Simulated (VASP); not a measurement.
The system is Cu.

```xyz
1
Lattice="0.0000 1.8075 1.8075 1.8075 0.0000 1.8075 1.8075 1.8075 0.0000" Properties=species:S:1:pos:R:3 pbc="T T T"
Cu    0.0000    0.0000    0.0000
```

```yaml
Program: VASP 6.6.1
Task: relaxation of volume and atoms at fixed shape
Functional: r2SCAN
Potentials_or_basis: VASP PAW PBE potentials, release 64 (Cu)
Cutoff: 600 eV
k_mesh: 8 × 8 × 8
Occupations: fermi-dirac, width 0.02 eV
Spin: no spin polarisation
```

At the start: pressure -3.4 GPa; volume 11.81 Å³/atom.

**Question.** How do energy, volume and symmetry change on relaxing?

**Answer.** Over 3 steps the energy falls by 2.7 meV/atom and the volume is 11.56 Å³/atom (-2.2 %); space group Fm-3m (No. 225, to 0.1 Å) before and after.

Step by step:
```
step  energy change (eV)  largest force (eV/Å)  pressure (GPa)  volume (Å³)
   1              0.0000                0.0000           -3.37        11.81
   2             -0.0015                0.0000            2.21        11.39
   3             -0.0027                0.0000           -0.03        11.56
```

Final structure:
```
Cu
1.0
     0.00000    1.79443    1.79443
     1.79443    0.00000    1.79443
     1.79443    1.79443    0.00000
Cu
1
Cartesian
  0.0000 0.0000 0.0000
```

Caveat: the k points lie up to 0.38 Å⁻¹ apart in the final cell, too coarse for converged energies and pressures of a metal; the PAW data sets were made with another functional, which shifts forces and pressure a little.
